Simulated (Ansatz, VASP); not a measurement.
Two plane-wave programs on Hf

File INCAR:

```
SYSTEM = Hf
  PREC = Accurate
  ENCUT = 600
  EDIFF = 1E-6
  ISMEAR = -1
  SIGMA = 0.05
  LREAL = .False.
  LASPH = .True.
  NELM = 80
  ALGO = Normal
  ISIF = 3
  LWAVE = .False.
  LCHARG = .False.
  GGA = PE
  IBRION = 2
  NSW = 60
  EDIFFG = -0.005
```

Contents of KPOINTS:

```
regular mesh
0
Gamma
  10 10 5
  0 0 0
```

Contents of POSCAR:

```
Hf
1.0
    3.1967000000      0.0000000000      0.0000000000
   -1.5983500000      2.7684234083      0.0000000000
    0.0000000000      0.0000000000      5.0578000000
Hf
2
Direct
    0.6666666667      0.3333333333      0.7500000000
    0.3333333333      0.6666666667      0.2500000000
```

The input input.yaml:

```yaml
crystal:
  lattice:
    - [3.1967, 0.0, 0.0]
    - [-1.59835, 2.7684234083, 0.0]
    - [0.0, 0.0, 5.0578]
  atoms:
    - { symbol: Hf, position: [0.6666666667, 0.3333333333, 0.75] }
    - { symbol: Hf, position: [0.3333333333, 0.6666666667, 0.25] }
hamiltonian:
  xc: pbe
  pseudopotentials: { kind: paw }
kpoints:
  mp_grid: { grid: [10, 10, 5] }
scf:
  occupations: { method: fermi_dirac, width: 0.05 }
output:
  forces: true
  stress: true
  write_density: true
  write_potential: true
  elf: true
  volumetric_format: npy
relax:
  f_tol: 0.01
  max_steps: 40
  cell: { stress_tol: 0.05 }
```

Alike in both runs: task relaxation of cell and atoms; functional PBE; k mesh 10 × 10 × 5; occupations fermi-dirac, width 0.05 eV; no spin polarisation.

|  | VASP | Ansatz |
| --- | --- | --- |
| version | VASP 6.6.1 | Ansatz 0.2.0 |
| potentials or method | VASP PAW PBE potentials, release 54 (Hf) | Ansatz PAW |
| plane-wave cutoff (eV) | 600 | 420 |
| valence electrons in the cell | 8 | 52 |

```tsv
	VASP	Ansatz	Ansatz less VASP
gap on the k mesh at the Fermi level, each at its own relaxed structure (eV)	none	none	-
relaxed volume (Å³/atom)	22.25	22.51	+0.260
relaxed cell length with the largest relative difference (Å)	5.035	5.059	+0.0238
```

A gap of «none» marks a metal or a gap that the smearing closes. VASP's potentials hold 8 valence electrons a cell and Ansatz's 52, so a difference there can come from the potentials and not from the codes.

Spin-orbit coupling is off throughout. Noted on Ansatz's run: the plane-wave basis is chosen anew once the cell has moved, so the energies of steps on either side of that aren't comparable.
